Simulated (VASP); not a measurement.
# C (I4_122) in VASP: single point with PBE

Aim: the single point of C with PBE.

All numbers are computed with VASP 6.6.1; they aren't measurements. Logs are shortened: lines on timing, memory, paths and dates and some standing lists are left out, and cuts for length are marked.

## (1) The cell of the first run

It takes space group I4_122 (No. 98, tetragonal). The conventional cell has a = 5.046 Å, b = 5.046 Å, c = 2.871 Å, α = 90.00°, β = 90.00°, γ = 90.00°. C (site symmetry 222) has 8 C at 1.70 to 2.22 Å within 2.3 Å. Within 1.9 Å of C (site symmetry 2) lie 4 C at 1.46 to 1.70 Å.

The cell was generated, and may not be a known phase.

## (2) Single point, PBE

Input file INCAR:

```
SYSTEM = C
  ALGO = Normal
  EDIFF = 1E-6
  ENCUT = 1300
  GGA = PE
  GGA_COMPAT = .False.
  ISIF = 2
  ISMEAR = 0
  LASPH = .True.
  LCHARG = .False.
  LREAL = .False.
  LWAVE = .False.
  NBANDS = 21
  NELM = 120
  PREC = Accurate
  SIGMA = 0.1
```

Input file KPOINTS:

```
k-points
0
Gamma
  8 8 8
  0 0 0
```

Input file POSCAR:

```
C
1.0
   -2.5230164029      2.5230164029      1.4353986109
    2.5230164029     -2.5230164029      1.4353986109
    2.5230164029      2.5230164029     -1.4353986109
C
6
Direct
    0.5000000000      0.5000000000      0.0000000000
    0.2500000000      0.7500000000      0.5000000000
    0.8033141287      0.6250000000      0.6783141287
    0.9466858713      0.1250000000      0.3216858713
    0.3750000000      0.1966858713      0.3216858713
    0.8750000000      0.0533141287      0.6783141287
```

Potentials or basis: VASP PAW PBE potentials, release 64 (C_h).

Launch:

```console
$ cat potpaw_PBE.64/C_h/POTCAR > POTCAR
$ mpirun -np 1 vasp_std > vasp.out
```

OUTCAR:

```text
SYSTEM = C
   EDIFF = 1E-6
   ENCUT = 1300
   GGA = PE
   ISIF = 2
   ISMEAR = 0
   LASPH = .True.
   LREAL = .False.
   NELM = 120
   PREC = Accurate

 ion  position               nearest neighbor table
   1  0.500  0.500  0.000-
   2  0.250  0.750  0.500-
   3  0.803  0.625  0.678-   5 1.46   6 1.46
   4  0.947  0.125  0.322-   5 1.46   6 1.46
   5  0.375  0.197  0.322-   3 1.46   4 1.46
   6  0.875  0.053  0.678-   3 1.46   4 1.46

  LATTYP: Found a body centered tetragonal cell.
 ALAT       =     5.0460328058
 C/A-ratio  =     0.5689216326

  Lattice vectors:

 A1 = (  -2.5230164029,   2.5230164029,   1.4353986109)
 A2 = (   2.5230164029,  -2.5230164029,   1.4353986109)
 A3 = (   2.5230164029,   2.5230164029,  -1.4353986109)

Analysis of symmetry for initial positions (statically):
=====================================================================
 Subroutine PRICEL returns:
 Original cell was already a primitive cell.

 Routine SETGRP: Setting up the symmetry group for a
 body centered tetragonal supercell.

 Subroutine GETGRP returns: Found  8 space group operations
 (whereof  4 operations were pure point group operations)
 out of a pool of 16 trial point group operations.

The static configuration has the point symmetry D_2 .
 The point group associated with its full space group is D_4 .

Analysis of symmetry for dynamics (positions and initial velocities):
=====================================================================
 Subroutine PRICEL returns:
 Original cell was already a primitive cell.

 Routine SETGRP: Setting up the symmetry group for a
 body centered tetragonal supercell.

 Subroutine GETGRP returns: Found  8 space group operations
 (whereof  4 operations were pure point group operations)
 out of a pool of 16 trial point group operations.

The dynamic configuration has the point symmetry D_2 .
 The point group associated with its full space group is D_4 .

 Subroutine INISYM returns: Found  8 space group operations
 (whereof  4 operations are pure point group operations),
 and found     1 'primitive' translations

----------------------------------------------------------------------------------------

                                     Primitive cell

  volume of cell :      36.5488

  direct lattice vectors                    reciprocal lattice vectors
    -2.523016403  2.523016403  1.435398611     0.000000000  0.198175485  0.348335296
     2.523016403 -2.523016403  1.435398611     0.198175485  0.000000000  0.348335296
     2.523016403  2.523016403 -1.435398611     0.198175485  0.198175485  0.000000000

  length of vectors
     3.845983972  3.845983972  3.845983972     0.400763024  0.400763024  0.280262459

  position of ions in fractional coordinates (direct lattice)
     0.500000000  0.500000000  0.000000000
     0.250000000  0.750000000  0.500000000
     0.803314129  0.625000000  0.678314129
     0.946685871  0.125000000  0.321685871
     0.375000000  0.196685871  0.321685871
     0.875000000  0.053314129  0.678314129

  ion indices of the primitive-cell ions
   primitive index   ion index
                 1           1
                 2           2
                 3           3
                 4           4
                 5           5
                 6           6

----------------------------------------------------------------------------------------

 KPOINTS: k-points

Automatic generation of k-mesh.
 Grid dimensions read from file:
 generate k-points for:    8    8    8

 Generating k-lattice:

  Cartesian coordinates                     Fractional coordinates (reciprocal lattice)
     0.000000000  0.024771936  0.043541912     0.125000000  0.000000000  0.000000000
     0.024771936  0.000000000  0.043541912     0.000000000  0.125000000  0.000000000
     0.024771936  0.024771936  0.000000000     0.000000000  0.000000000  0.125000000

  Length of vectors
     0.050095378  0.050095378  0.035032807

  Shift w.r.t. Gamma in fractional coordinates (k-lattice)
     0.000000000  0.000000000  0.000000000

 Subroutine IBZKPT returns following result:
 ===========================================

 Found     59 irreducible k-points:

 Following reciprocal coordinates:
            Coordinates               Weight
  0.000000  0.000000  0.000000      1.000000
  0.125000  0.000000  0.000000      8.000000
  0.250000  0.000000  0.000000      8.000000
  0.375000 -0.000000  0.000000      8.000000
  0.500000  0.000000  0.000000      4.000000
  0.125000  0.125000  0.000000      8.000000
[... 16 lines left out ...]
  0.250000  0.125000  0.125000     16.000000
  0.375000  0.125000  0.125000      8.000000
 [... further k-points ...]
   k-points           NKPTS =     59   k-points in BZ     NKDIM =     59   number of bands    NBANDS=     21
   number of dos      NEDOS =    301   number of ions     NIONS =      6
   total plane-waves  NPLWV = 110592
   dimension x,y,z NGX =    48 NGY =   48 NGZ =   48
   dimension x,y,z NGXF=    96 NGYF=   96 NGZF=   96
   ions per type =               6
   NGX,Y,Z   is equivalent  to a cutoff of  20.75, 20.75, 20.75 a.u.
   NGXF,Y,Z  is equivalent  to a cutoff of  41.50, 41.50, 41.50 a.u.
 SYSTEM =  C
   PREC   = accura    normal or accurate (medium, high low for compatibility)
   ISTART =      0    job   : 0-new  1-cont  2-samecut
   ICHARG =      2    charge: 1-file 2-atom 10-const
   ISPIN  =      1    spin polarized calculation?
   LNONCOLLINEAR =      F non collinear calculations
   LSORBIT =      F    spin-orbit coupling
   LASPH  =      T    aspherical Exc in radial PAW
   ENCUT  = 1300.0 eV  95.55 Ry    9.77 a.u.  11.31 11.31 11.31*2*pi/ulx,y,z
   NELM   =    120;   NELMIN=  2; NELMDL= -5     # of ELM steps
   EDIFF  = 0.1E-05   stopping-criterion for ELM
   LREAL  =      F    real-space projection
   EDIFFG = 0.1E-04   stopping-criterion for IOM
   NSW    =      0    number of steps for IOM
   IBRION =     -1    ionic relax: 0-MD 1-quasi-New 2-CG
   NFREE  =      0    steps in history (QN), initial steepest desc. (CG)
   ISIF   =      2    stress and relaxation
   ISYM   =      2    0-nonsym 1-usesym 2-fastsym
   POTIM  = 0.5000    time-step for ionic-motion
   TEBEG  =    0.0;   TEEND  =   0.0 temperature during run
   PSTRESS=    0.0 pullay stress
   NELECT =      24.0000    total number of electrons
   NUPDOWN=      -1.0000    fix difference up-down
   EMIN   =  10.00;   EMAX   =-10.00  energy-range for DOS
   EFERMI =   0.00;   METHOD = LEGACY
   ISMEAR =     0;   SIGMA  =   0.10  broadening in eV -4-tet -1-fermi 0-gaus
   EFERMI_NEDOS =   21; number of points for ismear=-14 and -15
   IALGO  =     38    algorithm
   IMIX   =      4    mixing-type and parameters
     AMIX     =   0.40;   BMIX     =  1.00
     AMIX_MAG =   1.60;   BMIX_MAG =  1.00
  volume/ion in A,a.u.               =       6.09        41.11
  Fermi-wavevector in a.u.,A,eV,Ry     =   1.422944  2.688974 27.548648  2.024769
  Thomas-Fermi vector in A             =   2.543594
   LORBIT       =      0    0 simple, 1 ext, 2 COOP (PROOUT), +10 PAW based schemes
   GGA     = PE    functional components
   LHFCALC =     F    Hartree Fock is set to
   AEXX    =    0.0000 exact exchange contribution
   IVDW    =     0    specifies the selected vdW correction
   LEPSILON=     F    determine dielectric tensor
   LRPA    =     F    only Hartree local field effects (RPA)
 non-spin polarized calculation
 Gauss-broadening in eV      SIGMA  =   0.10
  energy-cutoff  :     1300.00
  volume of cell :       36.55
 maximum number of plane-waves:      3923
 NGX is ok and might be reduce to    48
   NGX = 23   NGY = 23   NGZ = 23

 number of electron      24.0000000 magnetization

 Free energy of the ion-electron system (eV)
  ---------------------------------------------------
  ext. energy  EPLUGINS =         0.00000000
  ---------------------------------------------------
  free energy    TOTEN  =       -45.72433306 eV

  energy without entropy =      -45.72433306  energy(sigma->0) =      -45.72433306

 E-fermi :  10.3358     XC(G=0): -13.0970

 val. band max:        9.8546113486   @ k =  -0.2500  -0.2500   0.2500
 cond. band min:      11.2676528504   @ k =   0.0000   0.0000   0.0000
 fundamental gap:      1.4130415018
 Fermi energy:        10.3357674741

 k-point     1 :       0.0000    0.0000    0.0000
  band No.  band energies     occupation
      1     -11.7350      2.00000
      2      -3.2308      2.00000
      3      -2.2145      2.00000
      4      -2.2145      2.00000
      5      -0.0938      2.00000
      6       4.1206      2.00000
[... 13 lines left out ...]
     20      19.5894      0.00000
     21      22.7778      0.00000

 k-point     2 :       0.1250    0.0000    0.0000
  band No.  band energies     occupation
      1     -11.4504      2.00000
      2      -3.5705      2.00000
      3      -2.4485      2.00000
      4      -1.4358      2.00000
      5       0.4295      2.00000
      6       1.7229      2.00000
[... 13 lines left out ...]
     20      21.2945      0.00000
     21      22.3449      0.00000

 k-point     3 :       0.2500    0.0000    0.0000
  band No.  band energies     occupation
      1     -10.6022      2.00000
      2      -3.7815      2.00000
      3      -2.7697      2.00000
      4      -1.7048      2.00000
      5       0.3497      2.00000
      6       0.9483      2.00000
[... 13 lines left out ...]
     20      21.4502      0.00000
     21      21.9251      0.00000
[... 457 lines left out ...]
 k-point    23 :       0.2500    0.1250    0.1250
  band No.  band energies     occupation
      1      -9.0411      2.00000
      2      -5.1684      2.00000
      3      -4.1320      2.00000
      4      -1.6498      2.00000
      5      -0.6598      2.00000
      6       0.8371      2.00000
[... 13 lines left out ...]
     20      21.2913      0.00000
     21      22.5710      0.00000

 k-point    24 :       0.3750    0.1250    0.1250
  band No.  band energies     occupation
      1      -7.3604      2.00000
      2      -7.0580      2.00000
      3      -3.4784      2.00000
      4      -3.0723      2.00000
      5      -0.4117      2.00000
      6       0.5388      2.00000
[... 13 lines left out ...]
     20      20.6518      0.00000
     21      22.6179      0.00000

 [... further k-points ...]
[... 5 lines left out ...]
  --------------------------------------------------------------------------------------
  -------------------------------------------------------------------------------------
  Total       -0.0247039     -0.0247039     -0.0092266      0.0000000      0.0000000      0.0000000
  in kB       -1.0829371     -1.0829371     -0.4044639      0.0000000      0.0000000      0.0000000
  external PRESSURE =      -0.8567794 kB  Pullay stress =       0.0000000 kB

 VOLUME and BASIS-vectors are now :
 -----------------------------------------------------------------------------
  energy-cutoff  :     1300.00
  volume of cell :       36.55
      direct lattice vectors                 reciprocal lattice vectors
    -2.523016403  2.523016403  1.435398611     0.000000000  0.198175485  0.348335296
     2.523016403 -2.523016403  1.435398611     0.198175485  0.000000000  0.348335296
     2.523016403  2.523016403 -1.435398611     0.198175485  0.198175485  0.000000000

 POSITION                                       TOTAL-FORCE (eV/Angst)
 -----------------------------------------------------------------------------------
      0.00000      0.00000      1.43540        -0.000000     -0.000000      0.000000
      2.52302     -0.00000      0.71770        -0.000000     -0.000000     -0.000000
      1.26151      2.16129      1.07655        -0.000000      0.004894      0.000000
     -1.26151      2.88475      1.07655        -0.000000     -0.004894      0.000000
      0.36173      1.26151      0.35885        -0.004894     -0.000000      0.000000
     -0.36173      3.78452      0.35885         0.004894      0.000000      0.000000
 -----------------------------------------------------------------------------------
    total drift:                               -0.000000      0.000000     -0.000000

  FREE ENERGIE OF THE ION-ELECTRON SYSTEM (eV)
  ---------------------------------------------------
  free  energy   TOTEN  =       -45.7243330586 eV

  energy  without entropy=      -45.7243330586  energy(sigma->0) =      -45.72433306
```

Run time: 72 s. Hardware: 1 thread of Intel Xeon 6975P-C (Granite Rapids), shared host; peak memory 0.37 GiB.

Results:

- Free energy: -45.7243 eV
- Pressure: -0.1 GPa
- Largest force: 0.005 eV/Å
- Band gap on the k mesh: 1.41 eV (least direct gap 2.73 eV)

Forces on the atoms (eV/Å):
```
C    0.000  0.000  0.000
C    0.000  0.000  0.000
C    0.000  0.005  0.000
C    0.000 -0.005  0.000
C   -0.005  0.000  0.000
C    0.005  0.000  0.000
```

A k mesh can miss the band edges.
